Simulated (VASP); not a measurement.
The system is BeCd2Te3.

```
Be Cd Te
1.0
     4.25340    0.00000    0.00000
    -2.12670    3.68355    0.00000
     0.00000    0.00000   10.55436
Be Cd Te
1 2 3
Direct
  0.00000 0.00000 0.50000
  0.33333 0.66667 0.82714
  0.66667 0.33333 0.17286
  0.33333 0.66667 0.34809
  0.66667 0.33333 0.65191
  0.00000 0.00000 0.00000
```

The cell was generated, and may not be a known phase.

```yaml
Program: VASP 6.6.1
Task: relaxation of cell and atoms
Functional: PBE
Potentials_or_basis: VASP PAW PBE potentials, release 64 (Be, Cd, Te)
Cutoff: 600 eV
k_mesh: 6 × 6 × 2
Occupations: gaussian, width 0.1 eV
Spin: no spin polarisation
```

At the start: pressure -3.1 GPa; volume 27.56 Å³/atom.

Task: How do energy, volume and symmetry change on relaxing?

Result: Over 9 steps the energy falls by 43.5 meV/atom and the volume is 25.51 Å³/atom (-7.4 %); space group P-3m1 (No. 164, to 0.1 Å) before and after.

Step by step:
| step | energy change (eV) | largest force (eV/Å) | pressure (GPa) | volume (Å³) |
| --- | --- | --- | --- | --- |
| 1 | 0.0000 | 0.7310 | -3.11 | 165.36 |
| 2 | -0.1693 | 0.7085 | 0.35 | 152.89 |
| 3 | -0.1702 | 0.7042 | 0.68 | 151.96 |
| 4 | -0.2187 | 0.4492 | 0.52 | 152.05 |
| 5 | -0.2510 | 0.1871 | 0.39 | 152.21 |
| 6 | -0.2570 | 0.1113 | -0.29 | 154.11 |
| 7 | -0.2570 | 0.1073 | -0.33 | 154.21 |
| 8 | -0.2607 | 0.0490 | -0.11 | 153.49 |
| 9 | -0.2613 | 0.0206 | 0.03 | 153.07 |

Final structure:
```yaml
crystal:
  lattice:
    - [4.13918, 0.00000, 0.00000]
    - [-2.06959, 3.58464, 0.00000]
    - [0.00000, 0.00000, 10.31618]
  atoms:
    - { symbol: Be, position: [0.00000, 0.00000, 0.50000] }
    - { symbol: Cd, position: [0.33333, 0.66667, 0.82333] }
    - { symbol: Cd, position: [0.66667, 0.33333, 0.17667] }
    - { symbol: Te, position: [0.33333, 0.66667, 0.36319] }
    - { symbol: Te, position: [0.66667, 0.33333, 0.63681] }
    - { symbol: Te, position: [0.00000, 0.00000, 0.00000] }
```
